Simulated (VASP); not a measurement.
# Mo (Fm-3m) in VASP: further runs

Runs on Mo. Level: PBE. Tasks: single point.

Everything below comes from runs of VASP 6.6.1. Logs are shortened: lines on timing, memory, paths and dates and some standing lists are left out, and cuts for length are marked.

## (1) The cell of the first run

The structure is cubic, space group Fm-3m (No. 225). Conventional cell: a = 3.835 Å, b = 3.835 Å, c = 3.835 Å, α = 90.00°, β = 90.00°, γ = 90.00°. Within 3.6 Å of Mo (site symmetry m-3m) lie 12 Mo at 2.71 Å.

## (2) Single point, PBE (volume scaled by 0.88)

Input file INCAR:

```
SYSTEM = Mo
  PREC = Accurate
  ENCUT = 520
  EDIFF = 1E-6
  ISMEAR = 0
  SIGMA = 0.1
  LREAL = .False.
  LASPH = .True.
  NELM = 80
  ALGO = Fast
  ISIF = 2
  LWAVE = .False.
  LCHARG = .True.
  GGA = PE
  LELF = .True.
  LVHAR = .True.
  NBANDS = 13
```

Input file KPOINTS:

```
regular mesh
0
Gamma
  18 18 18
  0 0 0
```

Input file POSCAR:

```
Mo
1.0
    0.0000000000      1.9175530792      1.9175530792
    1.9175530792      0.0000000000      1.9175530792
    1.9175530792      1.9175530792      0.0000000000
Mo
1
Direct
    0.0000000000      0.0000000000      0.0000000000
```

Potentials or basis: VASP PAW PBE potentials, release 64 (Mo_sv).

On the command line:

```bash
> cat potpaw_PBE.64/Mo_sv/POTCAR > POTCAR
> mpirun -np 1 vasp_std > vasp.out
```

OUTCAR:

```text
SYSTEM = Mo
   PREC = Accurate
   ENCUT = 520
   EDIFF = 1E-6
   ISMEAR = 0
   LREAL = .False.
   LASPH = .True.
   NELM = 80
   ISIF = 2
   GGA = PE

 ion  position               nearest neighbor table
   1  0.000  0.000  0.000-

  LATTYP: Found a face centered cubic cell.
 ALAT       =     3.8351061584

  Lattice vectors:

 A1 = (   0.0000000000,   1.9175530792,   1.9175530792)
 A2 = (   1.9175530792,   0.0000000000,   1.9175530792)
 A3 = (   1.9175530792,   1.9175530792,   0.0000000000)

Analysis of symmetry for initial positions (statically):
=====================================================================
 Subroutine PRICEL returns:
 Original cell was already a primitive cell.

 Routine SETGRP: Setting up the symmetry group for a
 face centered cubic supercell.

 Subroutine GETGRP returns: Found 48 space group operations
 (whereof 48 operations were pure point group operations)
 out of a pool of 48 trial point group operations.

The static configuration has the point symmetry O_h .

Analysis of symmetry for dynamics (positions and initial velocities):
=====================================================================
 Subroutine PRICEL returns:
 Original cell was already a primitive cell.

 Routine SETGRP: Setting up the symmetry group for a
 face centered cubic supercell.

 Subroutine GETGRP returns: Found 48 space group operations
 (whereof 48 operations were pure point group operations)
 out of a pool of 48 trial point group operations.

The dynamic configuration has the point symmetry O_h .

 Subroutine INISYM returns: Found 48 space group operations
 (whereof 48 operations are pure point group operations),
 and found     1 'primitive' translations

----------------------------------------------------------------------------------------

                                     Primitive cell

  volume of cell :      14.1017

  direct lattice vectors                    reciprocal lattice vectors
     0.000000000  1.917553079  1.917553079    -0.260748975  0.260748975  0.260748975
     1.917553079  0.000000000  1.917553079     0.260748975 -0.260748975  0.260748975
     1.917553079  1.917553079  0.000000000     0.260748975  0.260748975 -0.260748975

  length of vectors
     2.711829571  2.711829571  2.711829571     0.451630473  0.451630473  0.451630473

  position of ions in fractional coordinates (direct lattice)
     0.000000000  0.000000000  0.000000000

  ion indices of the primitive-cell ions
   primitive index   ion index
                 1           1

----------------------------------------------------------------------------------------

 KPOINTS: regular mesh

Automatic generation of k-mesh.
 Grid dimensions read from file:
 generate k-points for:   18   18   18

 Generating k-lattice:

  Cartesian coordinates                     Fractional coordinates (reciprocal lattice)
    -0.014486054  0.014486054  0.014486054     0.055555556  0.000000000  0.000000000
     0.014486054 -0.014486054  0.014486054     0.000000000  0.055555556  0.000000000
     0.014486054  0.014486054 -0.014486054     0.000000000  0.000000000  0.055555556

  Length of vectors
     0.025090582  0.025090582  0.025090582

  Shift w.r.t. Gamma in fractional coordinates (k-lattice)
     0.000000000  0.000000000  0.000000000

 Subroutine IBZKPT returns following result:
 ===========================================

 Found    195 irreducible k-points:

 Following reciprocal coordinates:
            Coordinates               Weight
  0.000000  0.000000  0.000000      1.000000
  0.055556  0.000000  0.000000      8.000000
  0.111111  0.000000  0.000000      8.000000
  0.166667  0.000000  0.000000      8.000000
  0.222222  0.000000  0.000000      8.000000
  0.277778  0.000000  0.000000      8.000000
[... 16 lines left out ...]
 -0.277778  0.055556  0.000000     24.000000
 -0.222222  0.055556  0.000000     24.000000
 [... further k-points ...]
   k-points           NKPTS =    195   k-points in BZ     NKDIM =    195   number of bands    NBANDS=     13
   number of dos      NEDOS =    301   number of ions     NIONS =      1
   total plane-waves  NPLWV =   8000
   dimension x,y,z NGX =    20 NGY =   20 NGZ =   20
   dimension x,y,z NGXF=    40 NGYF=   40 NGZF=   40
   ions per type =               1
   NGX,Y,Z   is equivalent  to a cutoff of  12.26, 12.26, 12.26 a.u.
   NGXF,Y,Z  is equivalent  to a cutoff of  24.52, 24.52, 24.52 a.u.
 SYSTEM =  Mo
   PREC   = accura    normal or accurate (medium, high low for compatibility)
   ISTART =      0    job   : 0-new  1-cont  2-samecut
   ICHARG =      2    charge: 1-file 2-atom 10-const
   ISPIN  =      1    spin polarized calculation?
   LNONCOLLINEAR =      F non collinear calculations
   LSORBIT =      F    spin-orbit coupling
   LASPH  =      T    aspherical Exc in radial PAW
   ENCUT  =  520.0 eV  38.22 Ry    6.18 a.u.   5.04  5.04  5.04*2*pi/ulx,y,z
   NELM   =     80;   NELMIN=  2; NELMDL= -5     # of ELM steps
   EDIFF  = 0.1E-05   stopping-criterion for ELM
   LREAL  =      F    real-space projection
   EDIFFG = 0.1E-04   stopping-criterion for IOM
   NSW    =      0    number of steps for IOM
   IBRION =     -1    ionic relax: 0-MD 1-quasi-New 2-CG
   NFREE  =      0    steps in history (QN), initial steepest desc. (CG)
   ISIF   =      2    stress and relaxation
   ISYM   =      2    0-nonsym 1-usesym 2-fastsym
   POTIM  = 0.5000    time-step for ionic-motion
   TEBEG  =    0.0;   TEEND  =   0.0 temperature during run
   PSTRESS=    0.0 pullay stress
   NELECT =      14.0000    total number of electrons
   NUPDOWN=      -1.0000    fix difference up-down
   EMIN   =  10.00;   EMAX   =-10.00  energy-range for DOS
   EFERMI =   0.00;   METHOD = LEGACY
   ISMEAR =     0;   SIGMA  =   0.10  broadening in eV -4-tet -1-fermi 0-gaus
   EFERMI_NEDOS =   21; number of points for ismear=-14 and -15
   IALGO  =     68    algorithm
   IMIX   =      4    mixing-type and parameters
     AMIX     =   0.40;   BMIX     =  1.00
     AMIX_MAG =   1.60;   BMIX_MAG =  1.00
  volume/ion in A,a.u.               =      14.10        95.16
  Fermi-wavevector in a.u.,A,eV,Ry     =   1.633153  3.086211 36.289291  2.667188
  Thomas-Fermi vector in A             =   2.725005
   LORBIT       =      0    0 simple, 1 ext, 2 COOP (PROOUT), +10 PAW based schemes
   GGA     = PE    functional components
   LHFCALC =     F    Hartree Fock is set to
   AEXX    =    0.0000 exact exchange contribution
   IVDW    =     0    specifies the selected vdW correction
   LEPSILON=     F    determine dielectric tensor
   LRPA    =     F    only Hartree local field effects (RPA)
 non-spin polarized calculation
 RMM-DIIS sequential band-by-band and
 Gauss-broadening in eV      SIGMA  =   0.10
  energy-cutoff  :      520.00
  volume of cell :       14.10
 maximum number of plane-waves:       392
   NGX =  9   NGY =  9   NGZ =  9

 number of electron      13.9999999 magnetization

 Free energy of the ion-electron system (eV)
  ---------------------------------------------------
  ext. energy  EPLUGINS =         0.00000000
  ---------------------------------------------------
  free energy    TOTEN  =       -10.29480417 eV

  energy without entropy =      -10.28968780  energy(sigma->0) =      -10.29224598

 E-fermi :  13.8532     XC(G=0): -13.9593

 val. band max:       13.8498049654   @ k =   0.2222   0.1667   0.0000
 cond. band min:      13.8674826068   @ k =   0.2222   0.1111   0.0000
 fundamental gap:      0.0176776415
 Fermi energy:        13.8532244197

 k-point     1 :       0.0000    0.0000    0.0000
  band No.  band energies     occupation
      1     -46.8330      2.00000
      2     -19.8407      2.00000
      3     -19.8407      2.00000
      4     -19.8407      2.00000
      5       6.7968      2.00000
      6      12.9334      2.00000
      7      12.9334      2.00000
      8      12.9334      2.00000
      9      16.1500      0.00000
     10      16.1500      0.00000
     11      26.9816      0.00000
     12      32.8860      0.00000
     13      32.8860      0.00000

 k-point     2 :       0.0556    0.0000    0.0000
  band No.  band energies     occupation
      1     -46.8221      2.00000
      2     -19.9043      2.00000
      3     -19.8484      2.00000
      4     -19.8484      2.00000
      5       6.9435      2.00000
      6      12.8281      2.00000
      7      13.0014      2.00000
      8      13.0014      2.00000
      9      16.0884      0.00000
     10      16.0884      0.00000
     11      27.2741      0.00000
     12      32.2909      0.00000
     13      33.1553      0.00000

 k-point     3 :       0.1111    0.0000    0.0000
  band No.  band energies     occupation
      1     -46.7905      2.00000
      2     -20.0854      2.00000
      3     -19.8704      2.00000
      4     -19.8704      2.00000
      5       7.3577      2.00000
      6      12.5671      2.00000
      7      13.1786      2.00000
      8      13.1786      2.00000
      9      15.9492      0.00000
     10      15.9492      0.00000
     11      28.0624      0.00000
     12      31.1201      0.00000
     13      33.9369      0.00000
[... 305 lines left out ...]
 k-point    23 :      -0.2778    0.0556    0.0000
  band No.  band energies     occupation
      1     -46.5873      2.00000
      2     -21.1224      2.00000
      3     -20.0702      2.00000
      4     -19.9818      2.00000
      5       9.0145      2.00000
      6      12.7548      2.00000
      7      13.1858      2.00000
      8      13.3230      2.00000
      9      16.2382      0.00000
     10      17.4050      0.00000
     11      27.3521      0.00000
     12      31.7859      0.00000
     13      37.1813      0.00000

 k-point    24 :      -0.2222    0.0556    0.0000
  band No.  band energies     occupation
      1     -46.6517      2.00000
      2     -20.8004      2.00000
      3     -20.0257      2.00000
      4     -19.9376      2.00000
      5       8.8033      2.00000
      6      12.1782      2.00000
      7      13.3963      2.00000
      8      13.5085      2.00000
      9      15.6553      0.00000
     10      16.7500      0.00000
     11      28.1724      0.00000
     12      31.5176      0.00000
     13      36.3407      0.00000

 [... further k-points ...]

------------------------ aborting loop because EDIFF is reached ----------------------------------------

  FORCE on cell =-STRESS in cart. coord.  units (eV):
  Direction    XX          YY          ZZ          XY          YZ          ZX
  --------------------------------------------------------------------------------------
  -------------------------------------------------------------------------------------
  Total        3.5353318      3.5353318      3.5353318      0.0000000      0.0000000     -0.0000000
  in kB      401.6692448    401.6692448    401.6692448      0.0000000      0.0000000     -0.0000000
  external PRESSURE =     401.6692448 kB  Pullay stress =       0.0000000 kB

 VOLUME and BASIS-vectors are now :
 -----------------------------------------------------------------------------
  energy-cutoff  :      520.00
  volume of cell :       14.10
      direct lattice vectors                 reciprocal lattice vectors
     0.000000000  1.917553079  1.917553079    -0.260748975  0.260748975  0.260748975
     1.917553079  0.000000000  1.917553079     0.260748975 -0.260748975  0.260748975
     1.917553079  1.917553079  0.000000000     0.260748975  0.260748975 -0.260748975

 POSITION                                       TOTAL-FORCE (eV/Angst)
 -----------------------------------------------------------------------------------
      0.00000      0.00000      0.00000         0.000000      0.000000      0.000000
 -----------------------------------------------------------------------------------
    total drift:                               -0.000000      0.000000      0.000000

  FREE ENERGIE OF THE ION-ELECTRON SYSTEM (eV)
  ---------------------------------------------------
  free  energy   TOTEN  =       -10.2948041654 eV

  energy  without entropy=      -10.2896878013  energy(sigma->0) =      -10.29224598
```

It took 13 s on 1 thread of Intel Xeon 6975P-C (Granite Rapids), shared host; peak memory 0.14 GiB.

Results:

- Free energy: -10.2948 eV
- Pressure: 40.2 GPa
- Band gap on the k mesh: zero (band 7 reaches 18.61 eV, above the bottom of band 8 at 12.93 eV)

## (3) Single point, PBE (volume scaled by 0.91)

Input file INCAR:

```
PREC = Accurate
ENCUT = 520
EDIFF = 1E-7
ISMEAR = 0
SIGMA = 0.1
LREAL = False
LASPH = True
NELM = 100
ALGO = Fast
ISIF = 2
LWAVE = False
LCHARG = False
GGA = PE
NBANDS = 13
```

Input file KPOINTS:

```
Automatic mesh
0
Gamma
  18 18 18
```

Input file POSCAR:

```
Mo
1.0
    0.0000000000      1.9391004230      1.9391004230
    1.9391004230      0.0000000000      1.9391004230
    1.9391004230      1.9391004230      0.0000000000
Mo
1
Direct
    0.0000000000      0.0000000000      0.0000000000
```

Potentials or basis: VASP PAW PBE potentials, release 64 (Mo_sv).

On the command line:

```bash
> cat potpaw_PBE.64/Mo_sv/POTCAR > POTCAR
> mpirun -np 1 vasp_std > vasp.out
```

Wall time 12 s (1 thread of Intel Xeon 6975P-C (Granite Rapids), shared host); peak memory 0.15 GiB.

Results (log left out):

| Property | Result |
| --- | --- |
| Free energy | -10.3967 eV |
| Pressure | 28.0 GPa |
| Band gap on the k mesh | zero (band 7 reaches 17.83 eV, above the bottom of band 8 at 12.43 eV) |

Levels at points of the mesh, in eV from the Fermi level:
```tsv
k point	band 3	band 4	band 5	band 6	band 7	band 8	band 9	band 10	band 11	band 12
(0.00, 0.00, 0.00)	-33.78	-33.78	-6.98	-0.85	-0.85	-0.85	2.22	2.22	13.14	18.87
(0.50, 0.00, 0.00)	-34.01	-34.01	-5.06	-1.07	-1.07	1.94	4.59	4.59	12.59	12.88
(0.50, 0.50, 0.00)	-34.41	-34.41	-5.61	-4.87	4.55	4.67	5.27	5.27	13.29	13.29
```

## (4) Single point, PBE (volume scaled by 0.94)

Input file INCAR:

```
SYSTEM = Mo
PREC = Accurate
ENCUT = 520
EDIFF = 1E-7
ISMEAR = 0
SIGMA = 0.1
LREAL = .False.
LASPH = .True.
NELM = 60
ALGO = Normal
ISIF = 2
LWAVE = .False.
LCHARG = .False.
GGA = PE
NBANDS = 13
```

Input file KPOINTS:

```
regular mesh
0
Gamma
  18 18 18
  0 0 0
```

Input file POSCAR:

```
Mo
1.0
    0.0000000000      1.9601792529      1.9601792529
    1.9601792529      0.0000000000      1.9601792529
    1.9601792529      1.9601792529      0.0000000000
Mo
1
Direct
    0.0000000000      0.0000000000      0.0000000000
```

Potentials or basis: VASP PAW PBE potentials, release 64 (Mo_sv).

On the command line:

```bash
> cat potpaw_PBE.64/Mo_sv/POTCAR > POTCAR
> mpirun -np 1 vasp_std > vasp.out
```

OUTCAR:

```text
SYSTEM = Mo
   PREC = Accurate
   ENCUT = 520
   EDIFF = 1E-7
   ISMEAR = 0
   LREAL = .False.
   LASPH = .True.
   NELM = 60
   ISIF = 2
   GGA = PE

 ion  position               nearest neighbor table
   1  0.000  0.000  0.000-

  LATTYP: Found a face centered cubic cell.
 ALAT       =     3.9203585058

  Lattice vectors:

 A1 = (   0.0000000000,   1.9601792529,   1.9601792529)
 A2 = (   1.9601792529,   0.0000000000,   1.9601792529)
 A3 = (   1.9601792529,   1.9601792529,   0.0000000000)

Analysis of symmetry for initial positions (statically):
[... 555 lines left out ...]
      7      12.3784      2.00000
      8      12.4885      1.99970
      9      14.4535      0.00000
     10      15.4359      0.00000
     11      26.8958      0.00000
     12      29.8038      0.00000
     13      34.5239      0.00000

 [... further k-points ...]
[... 5 lines left out ...]
  --------------------------------------------------------------------------------------
  -------------------------------------------------------------------------------------
  Total        1.6361269      1.6361269      1.6361269      0.0000000     -0.0000000      0.0000000
  in kB      174.0244267    174.0244267    174.0244267      0.0000000     -0.0000000      0.0000000
  external PRESSURE =     174.0244267 kB  Pullay stress =       0.0000000 kB

 VOLUME and BASIS-vectors are now :
 -----------------------------------------------------------------------------
  energy-cutoff  :      520.00
  volume of cell :       15.06
      direct lattice vectors                 reciprocal lattice vectors
     0.000000000  1.960179253  1.960179253    -0.255078712  0.255078712  0.255078712
     1.960179253  0.000000000  1.960179253     0.255078712 -0.255078712  0.255078712
     1.960179253  1.960179253  0.000000000     0.255078712  0.255078712 -0.255078712

 POSITION                                       TOTAL-FORCE (eV/Angst)
 -----------------------------------------------------------------------------------
      0.00000      0.00000      0.00000        -0.000000     -0.000000     -0.000000
 -----------------------------------------------------------------------------------
    total drift:                               -0.000000      0.000000      0.000000

  FREE ENERGIE OF THE ION-ELECTRON SYSTEM (eV)
  ---------------------------------------------------
  free  energy   TOTEN  =       -10.4645473026 eV

  energy  without entropy=      -10.4584409400  energy(sigma->0) =      -10.46149412
```

OSZICAR:

```text
N       E                     dE             d eps       ncg     rms          rms(c)
DAV:   1     0.918689873479E+02    0.91869E+02   -0.81014E+03  5110   0.111E+03
DAV:   2    -0.984582264691E+01   -0.10171E+03   -0.97912E+02  5790   0.311E+02
DAV:   3    -0.110108734033E+02   -0.11651E+01   -0.11600E+01  5625   0.330E+01
DAV:   4    -0.110134839025E+02   -0.26105E-02   -0.26104E-02  5665   0.188E+00
DAV:   5    -0.110134993727E+02   -0.15470E-04   -0.15471E-04  5825   0.131E-01    0.154E+01
DAV:   6    -0.105390597315E+02    0.47444E+00   -0.59727E-01  5245   0.941E+00    0.475E+00
DAV:   7    -0.104680673572E+02    0.70992E-01   -0.13333E-01  5615   0.426E+00    0.716E-01
DAV:   8    -0.104645004476E+02    0.35669E-02   -0.34906E-03  5180   0.747E-01    0.125E-01
DAV:   9    -0.104645379171E+02   -0.37469E-04   -0.65909E-05  6124   0.984E-02    0.698E-02
DAV:  10    -0.104645470634E+02   -0.91463E-05   -0.11128E-05  5225   0.399E-02    0.735E-03
DAV:  11    -0.104645474539E+02   -0.39053E-06   -0.90666E-08  4482   0.351E-03    0.111E-03
DAV:  12    -0.104645472886E+02    0.16536E-06   -0.85686E-09  2775   0.117E-03    0.132E-04
DAV:  13    -0.104645473026E+02   -0.14014E-07   -0.86568E-10  2690   0.385E-04
   1 F= -.10464547E+02 E0= -.10461494E+02  d E =-.610636E-02
```

It took 12 s on 1 thread of Intel Xeon 6975P-C (Granite Rapids), shared host; peak memory 0.16 GiB.

Results:

- Free energy: -10.4645 eV
- Pressure: 17.4 GPa
- Band gap on the k mesh: zero (band 7 reaches 17.10 eV, above the bottom of band 8 at 11.95 eV)

## (5) The runs side by side

```tsv
cell	gap on the mesh (eV)	pressure (GPa)
a = 2.712 Å, angles 60.0°, 1 atom	none	40.2
a = 2.742 Å, angles 60.0°, 1 atom	none	28.0
a = 2.772 Å, angles 60.0°, 1 atom	none	17.4
```

Alike in all rows: task single point; level PBE; potentials or basis VASP PAW PBE potentials, release 64 (Mo_sv); no spin polarisation; k mesh 18 × 18 × 18; cutoff (eV) 520; smearing gaussian 0.1 eV.

Total energies depend on the potentials used, so only differences within one code and one set of settings carry meaning.
